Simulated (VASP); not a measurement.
# Ti (Fm-3m) in VASP: a series of runs

Ti is run at these levels: PBE; tasks: single point, relaxation of cell and atoms.

All numbers are computed with VASP 6.6.1; they aren't measurements. Logs are shortened: lines on timing, memory, paths and dates and some standing lists are left out, and cuts for length are marked.

### 1 The cell of the first run

The structure is cubic, space group Fm-3m (No. 225). Conventional cell: a = 4.112 Å, b = 4.112 Å, c = 4.112 Å, α = 90.00°, β = 90.00°, γ = 90.00°. Ti (site symmetry m-3m) has 12 Ti at 2.91 Å within 3.8 Å.

### 2 Single point, PBE

INCAR reads:

```
PREC = Accurate ; ENCUT = 520
EDIFF = 1E-6 ; ISMEAR = 0
SIGMA = 0.2 ; LREAL = F
LASPH = T ; NELM = 80
ALGO = Fast ; ISIF = 2
LWAVE = F ; LCHARG = F
GGA = PE ; NBANDS = 32
```

KPOINTS reads:

```
regular mesh
0
Gamma
  8 6 6
```

POSCAR reads:

```
Ti
1.0
    2.0560758433      2.0560758433      0.0000000000
    2.0560758433     -2.0560758433      4.1121516867
    2.0560758433     -2.0560758433     -4.1121516867
Ti
4
Direct
    0.0000000000      0.0000000000      0.0000000000
    0.5000000000      0.5000000000      0.0000000000
    0.5000000000      1.0000000000      0.5000000000
    0.0000000000      0.5000000000      0.5000000000
```

Potentials or basis: VASP PAW PBE potentials, release 64 (Ti_sv).

Launch:

```
> cat potpaw_PBE.64/Ti_sv/POTCAR > POTCAR
> mpirun -np 1 vasp_std > vasp.out
```

OUTCAR:

```text
PREC = Accurate
   ENCUT = 520
   EDIFF = 1E-6
   ISMEAR = 0
   LREAL = F
   LASPH = T
   NELM = 80
   ISIF = 2
   GGA = PE

 ion  position               nearest neighbor table
   1  0.000  0.000  0.000-   4 2.91   4 2.91   2 2.91   3 2.91   2 2.91   3 2.91   2 2.91   3 2.91
                             3 2.91   2 2.91
   2  0.500  0.500  0.000-   3 2.91   3 2.91   4 2.91   4 2.91   1 2.91   1 2.91   1 2.91   4 2.91
                             4 2.91   1 2.91
   3  0.500  0.000  0.500-   2 2.91   2 2.91   4 2.91   1 2.91   4 2.91   1 2.91   1 2.91   4 2.91
                             1 2.91   4 2.91
   4  0.000  0.500  0.500-   1 2.91   1 2.91   3 2.91   2 2.91   3 2.91   2 2.91   2 2.91   3 2.91
                             2 2.91   3 2.91

  LATTYP: Found a base centered orthorhombic cell.
 ALAT       =     5.8154606857
 B/A-ratio  =     1.4142135624
 C/A-ratio  =     0.5000000000

  Lattice vectors:

 A1 = (   2.0560758433,  -2.0560758433,   4.1121516867)
 A2 = (   2.0560758433,  -2.0560758433,  -4.1121516867)
 A3 = (   2.0560758433,   2.0560758433,   0.0000000000)

Analysis of symmetry for initial positions (statically):
=====================================================================
 Subroutine PRICEL returns following result:

  LATTYP: Found a face centered cubic cell.
 ALAT       =     4.1121516866

  Lattice vectors:

 A1 = (   0.0000000000,  -2.0560758433,   2.0560758433)
 A2 = (   2.0560758433,  -2.0560758433,  -0.0000000000)
 A3 = (   2.0560758433,   0.0000000000,   2.0560758433)

   4 primitive cells build up your supercell.

 Routine SETGRP: Setting up the symmetry group for a
 base centered orthorhombic supercell.

 Subroutine GETGRP returns: Found  8 space group operations
 (whereof  8 operations were pure point group operations)
 out of a pool of  8 trial point group operations.

The static configuration has the point symmetry D_2h.

Analysis of symmetry for dynamics (positions and initial velocities):
=====================================================================
 Subroutine PRICEL returns following result:

  LATTYP: Found a face centered cubic cell.
 ALAT       =     4.1121516866

  Lattice vectors:

 A1 = (   0.0000000000,  -2.0560758433,   2.0560758433)
 A2 = (   2.0560758433,  -2.0560758433,  -0.0000000000)
 A3 = (   2.0560758433,   0.0000000000,   2.0560758433)

   4 primitive cells build up your supercell.

 Routine SETGRP: Setting up the symmetry group for a
 base centered orthorhombic supercell.

 Subroutine GETGRP returns: Found  8 space group operations
 (whereof  8 operations were pure point group operations)
 out of a pool of  8 trial point group operations.

The dynamic configuration has the point symmetry D_2h.

 Subroutine INISYM returns: Found  8 space group operations
 (whereof  8 operations are pure point group operations),
 and found     4 'primitive' translations

----------------------------------------------------------------------------------------

                                     Primitive cell

  volume of cell :      17.3839

  direct lattice vectors                    reciprocal lattice vectors
     0.000000000 -2.056075843  2.056075843    -0.243181691 -0.243181691  0.243181691
     2.056075843 -2.056075843 -0.000000000     0.243181691 -0.243181691 -0.243181691
     2.056075843  0.000000000  2.056075843     0.243181691  0.243181691  0.243181691

  length of vectors
     2.907730343  2.907730343  2.907730343     0.421203044  0.421203044  0.421203044

  position of ions in fractional coordinates (direct lattice)
     0.000000000  0.000000000  0.000000000

  ion indices of the primitive-cell ions
   primitive index   ion index
                 1           1

----------------------------------------------------------------------------------------

 KPOINTS: regular mesh

Automatic generation of k-mesh.
 Grid dimensions read from file:
 generate k-points for:    8    6    6

 Generating k-lattice:

  Cartesian coordinates                     Fractional coordinates (reciprocal lattice)
     0.030397711  0.030397711  0.000000000     0.125000000  0.000000000  0.000000000
     0.020265141 -0.020265141  0.020265141     0.000000000  0.166666667  0.000000000
     0.020265141 -0.020265141 -0.020265141     0.000000000  0.000000000  0.166666667

  Length of vectors
     0.042988856  0.035100254  0.035100254

  Shift w.r.t. Gamma in fractional coordinates (k-lattice)
     0.000000000  0.000000000  0.000000000

 Subroutine IBZKPT returns following result:
 ===========================================

 Found     65 irreducible k-points:

 Following reciprocal coordinates:
            Coordinates               Weight
  0.000000  0.000000  0.000000      1.000000
  0.125000  0.000000  0.000000      2.000000
  0.250000  0.000000  0.000000      2.000000
  0.375000  0.000000  0.000000      2.000000
  0.500000  0.000000  0.000000      1.000000
  0.000000  0.166667  0.000000      4.000000
[... 16 lines left out ...]
  0.250000  0.166667  0.166667      4.000000
  0.375000  0.166667  0.166667      4.000000
 [... further k-points ...]
   k-points           NKPTS =     65   k-points in BZ     NKDIM =     65   number of bands    NBANDS=     32
   number of dos      NEDOS =    301   number of ions     NIONS =      4
   total plane-waves  NPLWV =  38400
   dimension x,y,z NGX =    24 NGY =   40 NGZ =   40
   dimension x,y,z NGXF=    48 NGYF=   80 NGZF=   80
   ions per type =               4
   NGX,Y,Z   is equivalent  to a cutoff of  13.72, 13.20, 13.20 a.u.
   NGXF,Y,Z  is equivalent  to a cutoff of  27.44, 26.41, 26.41 a.u.
 SYSTEM =  unknown system
   PREC   = accura    normal or accurate (medium, high low for compatibility)
   ISTART =      0    job   : 0-new  1-cont  2-samecut
   ICHARG =      2    charge: 1-file 2-atom 10-const
   ISPIN  =      1    spin polarized calculation?
   LNONCOLLINEAR =      F non collinear calculations
   LSORBIT =      F    spin-orbit coupling
   LASPH  =      T    aspherical Exc in radial PAW
   ENCUT  =  520.0 eV  38.22 Ry    6.18 a.u.   5.41  9.36  9.36*2*pi/ulx,y,z
   NELM   =     80;   NELMIN=  2; NELMDL= -5     # of ELM steps
   EDIFF  = 0.1E-05   stopping-criterion for ELM
   LREAL  =      F    real-space projection
   EDIFFG = 0.1E-04   stopping-criterion for IOM
   NSW    =      0    number of steps for IOM
   IBRION =     -1    ionic relax: 0-MD 1-quasi-New 2-CG
   NFREE  =      0    steps in history (QN), initial steepest desc. (CG)
   ISIF   =      2    stress and relaxation
   ISYM   =      2    0-nonsym 1-usesym 2-fastsym
   POTIM  = 0.5000    time-step for ionic-motion
   TEBEG  =    0.0;   TEEND  =   0.0 temperature during run
   PSTRESS=    0.0 pullay stress
   NELECT =      48.0000    total number of electrons
   NUPDOWN=      -1.0000    fix difference up-down
   EMIN   =  10.00;   EMAX   =-10.00  energy-range for DOS
   EFERMI =   0.00;   METHOD = LEGACY
   ISMEAR =     0;   SIGMA  =   0.20  broadening in eV -4-tet -1-fermi 0-gaus
   EFERMI_NEDOS =   21; number of points for ismear=-14 and -15
   IALGO  =     68    algorithm
   IMIX   =      4    mixing-type and parameters
     AMIX     =   0.40;   BMIX     =  1.00
     AMIX_MAG =   1.60;   BMIX_MAG =  1.00
  volume/ion in A,a.u.               =      17.38       117.31
  Fermi-wavevector in a.u.,A,eV,Ry     =   1.446836  2.734124 28.481563  2.093336
  Thomas-Fermi vector in A             =   2.564860
   LORBIT       =      0    0 simple, 1 ext, 2 COOP (PROOUT), +10 PAW based schemes
   GGA     = PE    functional components
   LHFCALC =     F    Hartree Fock is set to
   AEXX    =    0.0000 exact exchange contribution
   IVDW    =     0    specifies the selected vdW correction
   LEPSILON=     F    determine dielectric tensor
   LRPA    =     F    only Hartree local field effects (RPA)
 non-spin polarized calculation
 RMM-DIIS sequential band-by-band and
 Gauss-broadening in eV      SIGMA  =   0.20
  energy-cutoff  :      520.00
  volume of cell :       69.54
 maximum number of plane-waves:      1894
 NGX is ok and might be reduce to    24

 number of electron      48.0000007 magnetization

 Free energy of the ion-electron system (eV)
  ---------------------------------------------------
  ext. energy  EPLUGINS =         0.00000000
  ---------------------------------------------------
  free energy    TOTEN  =       -31.17881645 eV

  energy without entropy =      -31.03922013  energy(sigma->0) =      -31.10901829

 E-fermi :   8.2150     XC(G=0): -11.4943

 val. band max:        8.2133072981   @ k =   0.3750   0.3333   0.0000
 cond. band min:       8.2175555034   @ k =   0.2500   0.3333   0.3333
 fundamental gap:      0.0042482053
 Fermi energy:         8.2150460181

 k-point     1 :       0.0000    0.0000    0.0000
  band No.  band energies     occupation
      1     -48.4984      2.00000
      2     -48.3770      2.00000
      3     -48.3770      2.00000
      4     -48.3376      2.00000
      5     -25.0241      2.00000
      6     -25.0241      2.00000
[... 24 lines left out ...]
     31      10.7159      0.00000
     32      11.0468      0.00000

 k-point     2 :       0.1250    0.0000    0.0000
  band No.  band energies     occupation
      1     -48.4865      2.00000
      2     -48.3712      2.00000
      3     -48.3712      2.00000
      4     -48.3377      2.00000
      5     -24.9989      2.00000
      6     -24.9989      2.00000
[... 24 lines left out ...]
     31       9.9855      0.00000
     32      10.5638      0.00000

 k-point     3 :       0.2500    0.0000    0.0000
  band No.  band energies     occupation
      1     -48.4549      2.00000
      2     -48.3571      2.00000
      3     -48.3571      2.00000
      4     -48.3407      2.00000
      5     -24.9305      2.00000
      6     -24.9305      2.00000
[... 24 lines left out ...]
     31       9.7968      0.00000
     32      10.2230      0.00000

 k-point     4 :       0.3750    0.0000    0.0000
  band No.  band energies     occupation
      1     -48.4144      2.00000
      2     -48.3524      2.00000
      3     -48.3431      2.00000
      4     -48.3431      2.00000
      5     -24.8416      2.00000
      6     -24.8416      2.00000
[... 24 lines left out ...]
     31      10.2270      0.00000
     32      10.3104      0.00000

 k-point     5 :       0.5000    0.0000    0.0000
  band No.  band energies     occupation
      1     -48.3774      2.00000
      2     -48.3774      2.00000
      3     -48.3372      2.00000
      4     -48.3372      2.00000
      5     -24.8362      2.00000
      6     -24.8362      2.00000
[... 584 lines left out ...]
     31       9.5827      0.00000
     32      10.4586      0.00000

 k-point    22 :       0.1250    0.1667    0.1667
  band No.  band energies     occupation
      1     -48.4666      2.00000
      2     -48.3815      2.00000
      3     -48.3815      2.00000
      4     -48.3375      2.00000
      5     -24.9182      2.00000
      6     -24.9182      2.00000
[... 24 lines left out ...]
     31       9.4891      0.00000
     32      10.1261      0.00000

 k-point    23 :       0.2500    0.1667    0.1667
  band No.  band energies     occupation
      1     -48.4373      2.00000
      2     -48.3673      2.00000
      3     -48.3673      2.00000
      4     -48.3382      2.00000
      5     -24.8684      2.00000
      6     -24.8684      2.00000
[... 24 lines left out ...]
     31       9.8988      0.00000
     32      10.0226      0.00000

 k-point    24 :       0.3750    0.1667    0.1667
  band No.  band energies     occupation
      1     -48.4003      2.00000
      2     -48.3531      2.00000
      3     -48.3531      2.00000
      4     -48.3466      2.00000
      5     -24.8470      2.00000
      6     -24.8470      2.00000
[... 24 lines left out ...]
     31      10.3820      0.00000
     32      10.4084      0.00000

 [... further k-points ...]
[... 5 lines left out ...]
  --------------------------------------------------------------------------------------
  -------------------------------------------------------------------------------------
  Total       -0.0872605     -0.0872605      0.0029446     -0.0462659     -0.0000000      0.0000000
  in kB       -2.0105783     -2.0105783      0.0678457     -1.0660172     -0.0000000      0.0000000
  external PRESSURE =      -1.3177703 kB  Pullay stress =       0.0000000 kB

 VOLUME and BASIS-vectors are now :
 -----------------------------------------------------------------------------
  energy-cutoff  :      520.00
  volume of cell :       69.54
      direct lattice vectors                 reciprocal lattice vectors
     2.056075843  2.056075843  0.000000000     0.243181691  0.243181691  0.000000000
     2.056075843 -2.056075843  4.112151687     0.121590845 -0.121590845  0.121590845
     2.056075843 -2.056075843 -4.112151687     0.121590845 -0.121590845 -0.121590845

 POSITION                                       TOTAL-FORCE (eV/Angst)
 -----------------------------------------------------------------------------------
      0.00000      0.00000      0.00000        -0.000000      0.000000     -0.000000
      2.05608      0.00000      2.05608         0.000000      0.000000     -0.000000
      2.05608      0.00000     -2.05608        -0.000000     -0.000000     -0.000000
      2.05608     -2.05608      0.00000        -0.000000     -0.000000      0.000000
 -----------------------------------------------------------------------------------
    total drift:                               -0.000000      0.000000      0.000000

  FREE ENERGIE OF THE ION-ELECTRON SYSTEM (eV)
  ---------------------------------------------------
  free  energy   TOTEN  =       -31.1788164541 eV

  energy  without entropy=      -31.0392201254  energy(sigma->0) =      -31.10901829
```

Run time: 3.3 min. Hardware: 1 thread of Intel Xeon 6975P-C (Granite Rapids), shared host; peak memory 0.25 GiB.

What came out:

```
Free energy            : -31.1788 eV
Pressure               : -0.1 GPa
Band gap on the k mesh : zero (band 24 reaches 8.97 eV, above the bottom of band 25 at 7.74 eV)
```

### 3 Relaxation of cell and atoms, PBE

This run uses another cell than the first one: it holds 1 atom, not 4.

INCAR reads:

```
SYSTEM = Ti
ALGO = Fast
EDIFF = 1E-6
EDIFFG = -0.01
ENCUT = 600
GGA = PE
IBRION = 2
ISIF = 3
ISMEAR = 0
LASPH = .TRUE.
LCHARG = .FALSE.
LREAL = .FALSE.
LWAVE = .FALSE.
NELM = 100
NSW = 100
PREC = Accurate
SIGMA = 0.1
```

KPOINTS reads:

```
k-points
0
G
  24 24 24
  0 0 0
```

POSCAR reads:

```
Ti
1.0
    0.0000000000      2.0564452252      2.0564452252
    2.0564452252      0.0000000000      2.0564452252
    2.0564452252      2.0564452252      0.0000000000
Ti
1
Direct
    0.0000000000      0.0000000000      0.0000000000
```

Potentials or basis: VASP PAW PBE potentials, release 64 (Ti_sv).

Launch:

```
> cat potpaw_PBE.64/Ti_sv/POTCAR > POTCAR
> mpirun -np 1 vasp_std > vasp.out
```

OUTCAR:

```text
SYSTEM = Ti
   EDIFF = 1E-6
   EDIFFG = -0.01
   ENCUT = 600
   GGA = PE
   IBRION = 2
   ISIF = 3
   ISMEAR = 0
   LASPH = .TRUE.
   LREAL = .FALSE.
   NELM = 100
   NSW = 100
   PREC = Accurate

 ion  position               nearest neighbor table
   1  0.000  0.000  0.000-

  LATTYP: Found a face centered cubic cell.
 ALAT       =     4.1128904504

  Lattice vectors:

 A1 = (   0.0000000000,   2.0564452252,   2.0564452252)
 A2 = (   2.0564452252,   0.0000000000,   2.0564452252)
 A3 = (   2.0564452252,   2.0564452252,   0.0000000000)

Analysis of symmetry for initial positions (statically):
=====================================================================
 Subroutine PRICEL returns:
 Original cell was already a primitive cell.

 Routine SETGRP: Setting up the symmetry group for a
[... 284 lines left out ...]

 val. band max:        8.2258304438   @ k =  -0.4583   0.1250   0.0417
 cond. band min:       8.2304015263   @ k =  -0.1667   0.1250   0.0417
 fundamental gap:      0.0045710824
 Fermi energy:         8.2262053248

 k-point     1 :       0.0000    0.0000    0.0000
  band No.  band energies     occupation
      1     -48.4833      2.00000
      2     -24.3423      2.00000
      3     -24.3423      2.00000
      4     -24.3423      2.00000
      5       2.1300      2.00000
      6       9.1015      0.00000
      7       9.1015      0.00000
      8       9.1015      0.00000
      9      10.7336      0.00000
     10      10.7336      0.00000
[... 287 lines left out ...]
 k-point    24 :       0.4583    0.0417    0.0000
  band No.  band energies     occupation
      1     -48.3639      2.00000
      2     -24.9879      2.00000
      3     -24.4309      2.00000
      4     -24.4304      2.00000
      5       5.6156      2.00000
      6       8.6041      0.00000
      7       9.0141      0.00000
      8       9.0557      0.00000
      9      11.7605      0.00000
     10      11.7737      0.00000

 [... further k-points ...]
[... 5 lines left out ...]
  --------------------------------------------------------------------------------------
  -------------------------------------------------------------------------------------
  Total       -0.0048578     -0.0048578     -0.0048578      0.0000000      0.0000000      0.0000000
  in kB       -0.4484194     -0.4484194     -0.4484194      0.0000000      0.0000000      0.0000000
  external PRESSURE =      -0.4484194 kB  Pullay stress =       0.0000000 kB
[... 16 lines left out ...]
  FREE ENERGIE OF THE ION-ELECTRON SYSTEM (eV)
  ---------------------------------------------------
  free  energy   TOTEN  =        -7.7819163017 eV

  energy  without entropy=       -7.7729874899  energy(sigma->0) =       -7.77745190

 reached required accuracy - stopping structural energy minimisation
```

OSZICAR:

```text
N       E                     dE             d eps       ncg     rms          rms(c)
DAV:   1     0.812865963639E+02    0.81287E+02   -0.74779E+03  8260   0.160E+03
DAV:   2    -0.421525419505E+01   -0.85502E+02   -0.84159E+02  8470   0.328E+02
DAV:   3    -0.864761376275E+01   -0.44324E+01   -0.43748E+01 11276   0.771E+01
[... 76 lines left out ...]
RMM:   3    -0.778190930543E+01   -0.21190E-05   -0.94688E-05  9551   0.875E-02    0.818E-03
RMM:   4    -0.778191192385E+01   -0.26184E-05   -0.27429E-05  9517   0.495E-02    0.211E-03
RMM:   5    -0.778191429992E+01   -0.23761E-05   -0.20347E-05  7383   0.321E-02    0.512E-03
RMM:   6    -0.778191556122E+01   -0.12613E-05   -0.96178E-06  6714   0.279E-02    0.210E-03
RMM:   7    -0.778191630169E+01   -0.74047E-06   -0.91057E-06  6387   0.198E-02
   4 F= -.77819163E+01 E0= -.77774519E+01  d E =-.490321E-04
```

Run time: 2.3 min. Hardware: 1 thread of Intel Xeon 6975P-C (Granite Rapids), shared host; peak memory 0.23 GiB.

What came out:

| Quantity | Value |
| --- | --- |
| Free energy | -7.7819 eV |
| Relaxed volume | 17.36 Å³/atom |
| Relaxed cell | a = 2.906 Å, b = 2.906 Å, c = 2.906 Å, α = 60.00°, β = 60.00°, γ = 60.00° |
| Space group after relaxing (to 0.05 Å) | Fm-3m (No. 225) |
| Energy gained by relaxing | 0.0 meV/atom |
| Ionic steps | 4 |
| Pressure after relaxing | 0.0 GPa |
| Band gap on the k mesh | zero (band 6 reaches 9.10 eV, above the bottom of band 7 at 7.85 eV) |

Final structure:
```xyz
1
Lattice="0.0000 2.0550 2.0550 2.0550 0.0000 2.0550 2.0550 2.0550 0.0000" Properties=species:S:1:pos:R:3 pbc="T T T"
Ti    0.0000    0.0000    0.0000
```

Levels at points of the mesh, in eV from the Fermi level:
| k point | band 2 | band 3 | band 4 | band 5 | band 6 | band 7 | band 8 | band 9 | band 10 |
| --- | --- | --- | --- | --- | --- | --- | --- | --- | --- |
| (0.00, 0.00, 0.00) | -32.57 | -32.57 | -32.57 | -6.10 | 0.88 | 0.88 | 0.88 | 2.51 | 2.51 |
| (0.50, 0.00, 0.00) | -33.24 | -32.65 | -32.65 | -2.59 | 0.63 | 0.76 | 0.76 | 3.57 | 3.57 |
| (0.50, 0.50, 0.00) | -33.19 | -32.80 | -32.80 | -2.57 | -1.71 | 2.84 | 3.57 | 3.85 | 3.85 |
